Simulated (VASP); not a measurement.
A run of VASP 6.6.1 is set up as follows.

The input INCAR:

```
ALGO = Normal ; EDIFF = 1E-6
ENCUT = 520 ; GGA = PS
ISIF = 2 ; ISMEAR = 0
LASPH = T ; LCHARG = T
LELF = T ; LREAL = F
LVHAR = T ; LWAVE = F
NBANDS = 18 ; NELM = 60
PREC = Accurate ; SIGMA = 0.1
```

Contents of KPOINTS:

```
k-points
0
Gamma
  18 18 10
```

POSCAR

```
Ag
1.0
    2.8670626691      0.0000000000      0.0000000000
   -1.4335313346      2.4829491057      0.0000000000
    0.0000000000      0.0000000000      4.6907149313
Ag
2
Direct
    0.3333333333      0.6666666667      0.2500000000
    0.6666666667      0.3333333333      0.7500000000
```

Potentials or basis: VASP PAW PBE potentials, release 64 (Ag).

Run with:

```sh
$ cat potpaw_PBE.64/Ag/POTCAR > POTCAR
$ mpirun -np 1 vasp_std > vasp.out
```

**Question.** Predict the pressure.

**Answer.** -0.2 GPa.

**Question.** What does it give for the band gap on the k mesh?

**Answer.** Zero (band 11 reaches 12.65 eV, above the bottom of band 12 at 5.12 eV).

Caveat: the PAW data sets were made with another functional, which shifts forces and pressure a little.
